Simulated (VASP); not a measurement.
# Al2Cu (I4/mcm) in VASP: a series of runs

Aim: see how the results for Al2Cu move with the level of theory and the settings. Levels: PBEsol+D4, r2SCAN, LDA, PBE. Tasks: relaxation of cell and atoms, single point.

Program: VASP 6.6.1. These are calculated values, not measurements. Logs are shortened: lines on timing, memory, paths and dates and some standing lists are left out, and cuts for length are marked.

## Step 1: The cell of the first run

It takes space group I4/mcm (No. 140, tetragonal). The conventional cell has a = 6.067 Å, b = 6.067 Å, c = 4.877 Å, α = 90.00°, β = 90.00°, γ = 90.00°. Within 3.2 Å of Cu (site symmetry 422) lie 2 Cu at 2.44 Å and 8 Al at 2.59 Å. Within 3.4 Å of Al (site symmetry m2m) lie 4 Cu at 2.59 Å and 11 Al at 2.71 to 3.23 Å.

## Step 2: Relaxation of cell and atoms, PBEsol+D4

INCAR reads:

```
SYSTEM = Al2Cu
PREC = Accurate ; ENCUT = 600
EDIFF = 1E-7 ; ISMEAR = -1
SIGMA = 0.05 ; LREAL = .False.
LASPH = .True. ; NELM = 80
ALGO = Fast ; ISIF = 3
LWAVE = .False. ; LCHARG = .False.
GGA = PS ; IVDW = 13
IBRION = 2 ; NSW = 60
EDIFFG = -0.01
```

KPOINTS reads:

```
regular mesh
0
Gamma
  7 7 7
  0 0 0
```

POSCAR reads:

```
Al2Cu
1.0
   -3.0335000000      3.0335000000      2.4385000000
    3.0335000000     -3.0335000000      2.4385000000
    3.0335000000      3.0335000000     -2.4385000000
Cu Al
2 4
Direct
    0.2500000000      0.2500000000      0.0000000000
    0.7500000000      0.7500000000      0.0000000000
    0.3419000000      0.1581000000      0.5000000000
    0.8419000000      0.3419000000      0.1838000000
    0.6581000000      0.8419000000      0.5000000000
    0.1581000000      0.6581000000      0.8162000000
```

Potentials or basis: VASP PAW PBE potentials, release 64 (Cu, Al).

Launch:

```
$ cat potpaw_PBE.64/Cu/POTCAR potpaw_PBE.64/Al/POTCAR > POTCAR
$ mpirun -np 1 vasp_std > vasp.out
```

OUTCAR:

```text
SYSTEM = Al2Cu
   PREC = Accurate
   ENCUT = 600
   EDIFF = 1E-7
   ISMEAR = -1
   LREAL = .False.
   LASPH = .True.
   NELM = 80
   ISIF = 3
   GGA = PS
   IVDW = 13
   IBRION = 2
   NSW = 60
   EDIFFG = -0.01

 ion  position               nearest neighbor table
   1  0.250  0.250  0.000-   2 2.44   2 2.44   6 2.59   4 2.59   6 2.59   4 2.59   3 2.59   3 2.59
                             5 2.59   5 2.59
   2  0.750  0.750  0.000-   1 2.44   1 2.44   6 2.59   4 2.59   6 2.59   4 2.59   5 2.59   5 2.59
                             3 2.59   3 2.59
   3  0.342  0.158  0.500-   1 2.59   1 2.59   2 2.59   2 2.59   5 2.71   5 2.90   5 2.90   6 3.10
                             4 3.10   6 3.10   4 3.10   6 3.23   4 3.23   4 3.23   6 3.23
   4  0.842  0.342  0.184-   1 2.59   2 2.59   2 2.59   1 2.59   6 2.71   6 2.90   6 2.90   3 3.10
                             5 3.10   3 3.10   5 3.10   3 3.23   5 3.23   3 3.23   5 3.23
   5  0.658  0.842  0.500-   2 2.59   2 2.59   1 2.59   1 2.59   3 2.71   3 2.90   3 2.90   6 3.10
                             4 3.10   6 3.10   4 3.10   6 3.23   4 3.23   6 3.23   4 3.23
   6  0.158  0.658  0.816-   1 2.59   2 2.59   2 2.59   1 2.59   4 2.71   4 2.90   4 2.90   3 3.10
                             5 3.10   5 3.10   3 3.10   3 3.23   5 3.23   3 3.23   5 3.23

  LATTYP: Found a body centered tetragonal cell.
 ALAT       =     6.0670000000
 C/A-ratio  =     0.8038569309

  Lattice vectors:

 A1 = (  -3.0335000000,   3.0335000000,   2.4385000000)
 A2 = (   3.0335000000,  -3.0335000000,   2.4385000000)
 A3 = (   3.0335000000,   3.0335000000,  -2.4385000000)

Analysis of symmetry for initial positions (statically):
=====================================================================
 Subroutine PRICEL returns:
 Original cell was already a primitive cell.

 Routine SETGRP: Setting up the symmetry group for a
 body centered tetragonal supercell.

 Subroutine GETGRP returns: Found 16 space group operations
 (whereof  8 operations were pure point group operations)
 out of a pool of 16 trial point group operations.

The static configuration has the point symmetry C_4h.
 The point group associated with its full space group is D_4h.

Analysis of symmetry for dynamics (positions and initial velocities):
=====================================================================
 Subroutine PRICEL returns:
 Original cell was already a primitive cell.

 Routine SETGRP: Setting up the symmetry group for a
 body centered tetragonal supercell.

 Subroutine GETGRP returns: Found 16 space group operations
 (whereof  8 operations were pure point group operations)
 out of a pool of 16 trial point group operations.

The dynamic configuration has the point symmetry C_4h.
 The point group associated with its full space group is D_4h.

 Subroutine INISYM returns: Found 16 space group operations
 (whereof  8 operations are pure point group operations),
 and found     1 'primitive' translations

----------------------------------------------------------------------------------------

                                     Primitive cell

  volume of cell :      89.7575

  direct lattice vectors                    reciprocal lattice vectors
    -3.033500000  3.033500000  2.438500000     0.000000000  0.164826108  0.205044084
     3.033500000 -3.033500000  2.438500000     0.164826108  0.000000000  0.205044084
     3.033500000  3.033500000 -2.438500000     0.164826108  0.164826108  0.000000000

  length of vectors
     4.934625290  4.934625290  4.934625290     0.263079309  0.263079309  0.233099318

  position of ions in fractional coordinates (direct lattice)
     0.250000000  0.250000000  0.000000000
     0.750000000  0.750000000  0.000000000
     0.341900000  0.158100000  0.500000000
     0.841900000  0.341900000  0.183800000
     0.658100000  0.841900000  0.500000000
     0.158100000  0.658100000  0.816200000

  ion indices of the primitive-cell ions
   primitive index   ion index
                 1           1
                 2           2
                 3           3
                 4           4
                 5           5
                 6           6

----------------------------------------------------------------------------------------

 KPOINTS: regular mesh

Automatic generation of k-mesh.
 Grid dimensions read from file:
 generate k-points for:    7    7    7

 Generating k-lattice:

  Cartesian coordinates                     Fractional coordinates (reciprocal lattice)
     0.000000000  0.023546587  0.029292012     0.142857143 -0.000000000  0.000000000
     0.023546587  0.000000000  0.029292012    -0.000000000  0.142857143  0.000000000
     0.023546587  0.023546587  0.000000000     0.000000000  0.000000000  0.142857143

  Length of vectors
     0.037582758  0.037582758  0.033299903

  Shift w.r.t. Gamma in fractional coordinates (k-lattice)
     0.000000000  0.000000000  0.000000000

 Subroutine IBZKPT returns following result:
 ===========================================

 Found     40 irreducible k-points:

 Following reciprocal coordinates:
            Coordinates               Weight
  0.000000  0.000000  0.000000      1.000000
  0.142857  0.000000  0.000000      8.000000
  0.285714  0.000000  0.000000      8.000000
  0.428571 -0.000000  0.000000      8.000000
  0.142857  0.142857  0.000000      8.000000
  0.285714  0.142857  0.000000     16.000000
[... 16 lines left out ...]
 -0.142857  0.285714  0.142857      8.000000
 -0.428571  0.428571  0.142857      8.000000
 [... further k-points ...]
   k-points           NKPTS =     40   k-points in BZ     NKDIM =     40   number of bands    NBANDS=     21
   number of dos      NEDOS =    301   number of ions     NIONS =      6
   total plane-waves  NPLWV =  64000
   dimension x,y,z NGX =    40 NGY =   40 NGZ =   40
   dimension x,y,z NGXF=    80 NGYF=   80 NGZF=   80
   ions per type =               2   4
   NGX,Y,Z   is equivalent  to a cutoff of  13.48, 13.48, 13.48 a.u.
   NGXF,Y,Z  is equivalent  to a cutoff of  26.95, 26.95, 26.95 a.u.
 SYSTEM =  Al2Cu
   PREC   = accura    normal or accurate (medium, high low for compatibility)
   ISTART =      0    job   : 0-new  1-cont  2-samecut
   ICHARG =      2    charge: 1-file 2-atom 10-const
   ISPIN  =      1    spin polarized calculation?
   LNONCOLLINEAR =      F non collinear calculations
   LSORBIT =      F    spin-orbit coupling
   LASPH  =      T    aspherical Exc in radial PAW
   ENCUT  =  600.0 eV  44.10 Ry    6.64 a.u.   9.86  9.86  9.86*2*pi/ulx,y,z
   NELM   =     80;   NELMIN=  2; NELMDL= -5     # of ELM steps
   EDIFF  = 0.1E-06   stopping-criterion for ELM
   LREAL  =      F    real-space projection
   EDIFFG = -.1E-01   stopping-criterion for IOM
   NSW    =     60    number of steps for IOM
   IBRION =      2    ionic relax: 0-MD 1-quasi-New 2-CG
   NFREE  =      1    steps in history (QN), initial steepest desc. (CG)
   ISIF   =      3    stress and relaxation
   ISYM   =      2    0-nonsym 1-usesym 2-fastsym
   POTIM  = 0.5000    time-step for ionic-motion
   TEBEG  =    0.0;   TEEND  =   0.0 temperature during run
   PSTRESS=    0.0 pullay stress
   NELECT =      34.0000    total number of electrons
   NUPDOWN=      -1.0000    fix difference up-down
   EMIN   =  10.00;   EMAX   =-10.00  energy-range for DOS
   EFERMI =   0.00;   METHOD = LEGACY
   ISMEAR =    -1;   SIGMA  =   0.05  broadening in eV -4-tet -1-fermi 0-gaus
   EFERMI_NEDOS =   21; number of points for ismear=-14 and -15
   IALGO  =     68    algorithm
   IMIX   =      4    mixing-type and parameters
     AMIX     =   0.40;   BMIX     =  1.00
     AMIX_MAG =   1.60;   BMIX_MAG =  1.00
  volume/ion in A,a.u.               =      14.96       100.95
  Fermi-wavevector in a.u.,A,eV,Ry     =   1.184525  2.238428 19.090326  1.403099
  Thomas-Fermi vector in A             =   2.320737
   LORBIT       =      0    0 simple, 1 ext, 2 COOP (PROOUT), +10 PAW based schemes
   GGA     = PS    functional components
   LHFCALC =     F    Hartree Fock is set to
   AEXX    =    0.0000 exact exchange contribution
   IVDW    =    13    specifies the selected vdW correction
   LEPSILON=     F    determine dielectric tensor
   LRPA    =     F    only Hartree local field effects (RPA)
 conjugate gradient relaxation of ions
 non-spin polarized calculation
 RMM-DIIS sequential band-by-band and
  energy-cutoff  :      600.00
  volume of cell :       89.76
 maximum number of plane-waves:      3020
   NGX = 19   NGY = 19   NGZ = 19

--------------------------------------- Ionic step        1  -------------------------------------------

 number of electron      33.9999978 magnetization

 Free energy of the ion-electron system (eV)
  ---------------------------------------------------
  ext. energy  EPLUGINS =         0.00000000
  ---------------------------------------------------
  free energy    TOTEN  =       -25.99083165 eV

  energy without entropy =      -25.98132880  energy(sigma->0) =      -25.98608022

------------------------ aborting loop because EDIFF is reached ----------------------------------------

  DFT-D4 for vdW energy calculation

  Edisp (eV):   -1.38644

  FORCE on cell =-STRESS in cart. coord.  units (eV):
  Direction    XX          YY          ZZ          XY          YZ          ZX
  --------------------------------------------------------------------------------------
  -------------------------------------------------------------------------------------
  Total      -3.14772    -3.14772    -3.01762     0.00000     0.00000     0.00000
  in kB     -56.18708   -56.18708   -53.86474     0.00000     0.00000     0.00000
  external pressure =      -55.41 kB  Pullay stress =        0.00 kB
[... 245 lines left out ...]
  energy  without entropy=      -27.4540607067  energy(sigma->0) =      -27.45873757

--------------------------------------- Ionic step        7  -------------------------------------------

 number of electron      34.0000011 magnetization

 Free energy of the ion-electron system (eV)
  ---------------------------------------------------
  ext. energy  EPLUGINS =         0.00000000
  ---------------------------------------------------
  free energy    TOTEN  =       -26.00540991 eV

  energy without entropy =      -25.99605097  energy(sigma->0) =      -26.00073044

 E-fermi :   8.5420     XC(G=0): -11.1608

 val. band max:        8.4572764298   @ k =   0.0000   0.0000   0.0000
 cond. band min:       8.5485972575   @ k =  -0.2857  -0.4286   0.2857
 fundamental gap:      0.0913208276
 Fermi energy:         8.5420059755

 k-point     1 :       0.0000    0.0000    0.0000
  band No.  band energies     occupation
      1      -2.6617      2.00000
      2       2.8966      2.00000
      3       3.0831      2.00000
      4       3.0831      2.00000
      5       3.0977      2.00000
      6       4.0442      2.00000
[... 550 lines left out ...]
      5       3.4076      2.00000
      6       3.5288      2.00000
[... 13 lines left out ...]
     20      11.5009      0.00000
     21      11.8795      0.00000

 [... further k-points ...]

------------------------ aborting loop because EDIFF is reached ----------------------------------------

  DFT-D4 for vdW energy calculation

  Edisp (eV):   -1.45806

  FORCE on cell =-STRESS in cart. coord.  units (eV):
  Direction    XX          YY          ZZ          XY          YZ          ZX
  --------------------------------------------------------------------------------------
  -------------------------------------------------------------------------------------
  Total      -0.01120    -0.01120    -0.04414     0.00000     0.00000     0.00000
  in kB      -0.21099    -0.21099    -0.83144     0.00000     0.00000     0.00000
  external pressure =       -0.42 kB  Pullay stress =        0.00 kB
[... 21 lines left out ...]
  FREE ENERGIE OF THE ION-ELECTRON SYSTEM (eV)
  ---------------------------------------------------
  free  energy   TOTEN  =       -27.4634723291 eV

  energy  without entropy=      -27.4541133852  energy(sigma->0) =      -27.45879286

 reached required accuracy - stopping structural energy minimisation
```

Wall time 16 min (1 thread of Intel Xeon 8259CL, shared host); peak memory 0.31 GiB.

Results:

```
Free energy                           : -27.4635 eV
Relaxed volume                        : 14.18 Å³/atom
Relaxed cell                          : a = 4.846 Å, b = 4.846 Å, c = 4.846 Å, α = 104.19°, β = 104.19°, γ = 120.65°
Space group after relaxing (to 0.1 Å) : I4/mcm (No. 140)
Energy gained by relaxing             : 14.4 meV/atom
Ionic steps                           : 7
Pressure after relaxing               : 0.0 GPa
Largest force after relaxing          : 0.008 eV/Å
Band gap on the k mesh                : zero (bands 17 and 18 overlap by 3.73 eV)
Dispersion energy per atom            : -0.243 eV
```

Forces in eV/Å, atoms in the order of the input:
```
Cu   0.000  0.000  0.000
Cu   0.000  0.000  0.000
Al   0.006 -0.006  0.000
Al  -0.006 -0.006  0.000
Al  -0.006  0.006  0.000
Al   0.006  0.006  0.000
```

Step by step:
| step | energy change (eV) | largest force (eV/Å) | pressure (GPa) | volume (Å³) |
| --- | --- | --- | --- | --- |
| 1 | 0.0000 | 0.0656 | -5.54 | 89.76 |
| 2 | -0.0711 | 0.0014 | 2.67 | 83.20 |
| 3 | -0.0860 | 0.0205 | -0.01 | 85.04 |
| 4 | -0.0860 | 0.0193 | 0.14 | 84.95 |
| 5 | -0.0861 | 0.0167 | -0.06 | 85.09 |
| 6 | -0.0861 | 0.0167 | -0.08 | 85.09 |
| 7 | -0.0862 | 0.0083 | -0.04 | 85.06 |

Final structure:
```yaml
crystal:
  lattice:
    - [-2.97720, 2.97720, 2.39909]
    - [2.97720, -2.97720, 2.39909]
    - [2.97720, 2.97720, -2.39909]
  atoms:
    - { symbol: Cu, position: [0.25000, 0.25000, 0.00000] }
    - { symbol: Cu, position: [0.75000, 0.75000, 0.00000] }
    - { symbol: Al, position: [0.34141, 0.15859, 0.50000] }
    - { symbol: Al, position: [0.84141, 0.34141, 0.18281] }
    - { symbol: Al, position: [0.65859, 0.84141, 0.50000] }
    - { symbol: Al, position: [0.15859, 0.65859, 0.81719] }
```

Levels at points of the mesh, in eV from the Fermi level:
```tsv
k point	band 15	band 16	band 17	band 18	band 19	band 20
(0.00, 0.00, 0.00)	-1.56	-1.39	-1.39	-0.98	-0.27	-0.08
```

Caveat: the PAW data sets were made with another functional, which shifts forces and pressure a little.

## Step 3: Single point, r2SCAN

This run uses another cell than the first one, of 14.41 Å³/atom.

POSCAR reads:

```
Al2Cu
1.0
   -2.9947162530      2.9947162530      2.4108190568
    2.9947162530     -2.9947162530      2.4108190568
    2.9947162530      2.9947162530     -2.4108190568
Cu Al
2 4
Direct
    0.2500000000      0.2500000000      0.0000000000
    0.7500000000      0.7500000000      0.0000000000
    0.3408942279      0.1591057721      0.5000000000
    0.8408942279      0.3408942279      0.1817884559
    0.6591057721      0.8408942279      0.5000000000
    0.1591057721      0.6591057721      0.8182115441
```

INCAR.step1 reads:

```
SYSTEM = Al2Cu
ALGO = Normal
EDIFF = 1E-4
ENCUT = 520
GGA = PE
ISMEAR = -1
LASPH = .True.
LCHARG = .False.
LREAL = .False.
LWAVE = .True.
NBANDS = 26
NELM = 60
PREC = Accurate
SIGMA = 0.05
```

INCAR.step2 reads:

```
SYSTEM = Al2Cu
ALGO = Normal
EDIFF = 1E-6
ENCUT = 520
ISIF = 2
ISMEAR = -1
ISTART = 1
LASPH = .True.
LCHARG = .False.
LMIXTAU = .True.
LREAL = .False.
LWAVE = .False.
METAGGA = R2SCAN
NBANDS = 26
NELM = 60
PREC = Accurate
SIGMA = 0.05
```

KPOINTS reads:

```
k-points
0
Gamma
  7 7 7
  0 0 0
```

Potentials or basis: VASP PAW PBE potentials, release 64 (Cu, Al).

Launch:

```
$ cat potpaw_PBE.64/Cu/POTCAR potpaw_PBE.64/Al/POTCAR > POTCAR
$ cp INCAR.step1 INCAR
$ mpirun -np 1 vasp_std > vasp.out
$ cp INCAR.step2 INCAR
$ mpirun -np 1 vasp_std > vasp.out
```

It took 9.4 min on 1 thread of Intel Xeon 8259CL, shared host; peak memory 0.26 GiB.

Results (log left out):

```
Free energy            : -49.5494 eV
Pressure               : -0.1 GPa
Band gap on the k mesh : zero (bands 17 and 18 overlap by 3.85 eV)
```

Levels at points of the mesh, in eV from the Fermi level:
| k point | band 13 | band 14 | band 15 | band 16 | band 17 | band 18 | band 19 | band 20 | band 21 | band 22 |
| --- | --- | --- | --- | --- | --- | --- | --- | --- | --- | --- |
| (0.00, 0.00, 0.00) | -3.34 | -2.21 | -1.64 | -1.50 | -1.50 | -1.07 | -0.15 | -0.08 | 1.62 | 1.62 |

Caveat: the PAW data sets were made with another functional, which shifts forces and pressure a little.

## Step 4: Relaxation of cell and atoms, LDA

INCAR reads:

```
  PREC = Accurate
  ENCUT = 600
  EDIFF = 1E-7
  ISMEAR = -1
  SIGMA = 0.05
  LREAL = False
  LASPH = True
  NELM = 60
  ALGO = Normal
  ISIF = 3
  LWAVE = False
  LCHARG = False
  GGA = CA
  IBRION = 2
  NSW = 60
  EDIFFG = -0.01
```

KPOINTS reads:

```
Automatic mesh
0
Gamma
  7 7 7
```

POSCAR reads:

```
Al2Cu
1.0
   -3.0335000000      3.0335000000      2.4385000000
    3.0335000000     -3.0335000000      2.4385000000
    3.0335000000      3.0335000000     -2.4385000000
Cu Al
2 4
Direct
    0.2500000000      0.2500000000      0.0000000000
    0.7500000000      0.7500000000      0.0000000000
    0.3419000000      0.1581000000      0.5000000000
    0.8419000000      0.3419000000      0.1838000000
    0.6581000000      0.8419000000      0.5000000000
    0.1581000000      0.6581000000      0.8162000000
```

Potentials or basis: VASP PAW LDA potentials, release 64 (Cu, Al).

Launch:

```
$ cat potpaw_LDA.64/Cu/POTCAR potpaw_LDA.64/Al/POTCAR > POTCAR
$ mpirun -np 1 vasp_std > vasp.out
```

It took 14 min on 1 thread of Intel Xeon 8259CL, shared host; peak memory 0.26 GiB.

It converged, with:

- Free energy: -27.2942 eV
- Relaxed volume: 14.08 Å³/atom
- Relaxed cell: a = 4.835 Å, b = 4.835 Å, c = 4.835 Å, α = 104.20°, β = 104.20°, γ = 120.63°
- Space group after relaxing (to 0.1 Å): I4/mcm (No. 140)
- Energy gained by relaxing: 17.8 meV/atom
- Ionic steps: 8
- Pressure after relaxing: 0.1 GPa
- Largest force after relaxing: 0.006 eV/Å
- Band gap on the k mesh: zero (bands 17 and 18 overlap by 3.73 eV)

Forces on the atoms (eV/Å):
```
Cu   0.000  0.000  0.000
Cu   0.000  0.000  0.000
Al   0.004 -0.004  0.000
Al  -0.004 -0.004  0.000
Al  -0.004  0.004  0.000
Al   0.004  0.004  0.000
```

The path:
```tsv
step	energy change (eV)	largest force (eV/Å)	pressure (GPa)	volume (Å³)
1	0.0000	0.0973	-6.09	89.76
2	-0.0898	0.0127	2.82	82.57
3	-0.1064	0.0394	0.01	84.49
4	-0.1063	0.0381	0.17	84.39
5	-0.1067	0.0294	-0.09	84.56
6	-0.1067	0.0278	-0.12	84.60
7	-0.1069	0.0124	0.00	84.53
8	-0.1069	0.0055	0.05	84.49
```

Final structure:
```
Cu Al
1.0
    -2.97019    2.97019    2.39441
     2.97019   -2.97019    2.39441
     2.97019    2.97019   -2.39441
Cu Al
2 4
Direct
  0.25000 0.25000 0.00000
  0.75000 0.75000 0.00000
  0.34093 0.15907 0.50000
  0.84093 0.34093 0.18187
  0.65907 0.84093 0.50000
  0.15907 0.65907 0.81813
```

Levels at points of the mesh, in eV from the Fermi level:
```tsv
k point	band 13	band 14	band 15	band 16	band 17	band 18	band 19	band 20	band 21
(0.00, 0.00, 0.00)	-3.14	-2.12	-1.57	-1.38	-1.38	-0.96	-0.32	-0.03	1.47
```

LDA usually gives volumes a few per cent too small. Zero-point motion and thermal expansion aren't in these numbers.

[end of part 1 of 2]

The gap in the log of VASP goes by the Fermi energy; the results here count the filled bands.